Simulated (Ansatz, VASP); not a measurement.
## Two plane-wave programs on Na2S

```xyz
3
Lattice="0.0000 3.2508 3.2508 3.2508 0.0000 3.2508 3.2508 3.2508 0.0000" Properties=species:S:1:pos:R:3 pbc="T T T"
Na    1.6254    1.6254    1.6254
Na    4.8762    4.8762    4.8762
S     0.0000    0.0000    0.0000
```

Alike in both runs: functional PBEsol; k mesh 8 × 8 × 8; no spin polarisation.

Ansatz relaxed the structure, and its values are those at the end. VASP's run is a single point on that final structure, the one shown.

|  | VASP | Ansatz |
| --- | --- | --- |
| version | VASP 6.6.1 | Ansatz 0.2.0 |
| potentials or method | VASP PAW PBE potentials, release 64 (Na_pv, S), cutoff 500 eV | scalar-relativistic, plane waves, PAW |
| occupations | gaussian, width 0.01 eV | fixed |
| valence electrons in the cell | 20 | 24 |

Ansatz gave:

| Property | Result |
| --- | --- |
| gap on the k mesh at the Fermi level (eV) | 2.43 |
| least direct gap on the mesh (eV) | 2.43 |
| pressure (GPa) | 0.0 |

Task: What did VASP give for the same quantities?

Result: gap on the k mesh at the Fermi level (eV): 2.42; least direct gap on the mesh (eV): 2.42; pressure (GPa): 0.0.

VASP's potentials were made for PBE, not for PBEsol. VASP's potentials hold 20 valence electrons a cell and Ansatz's 24, so a difference there can come from the potentials and not from the codes.
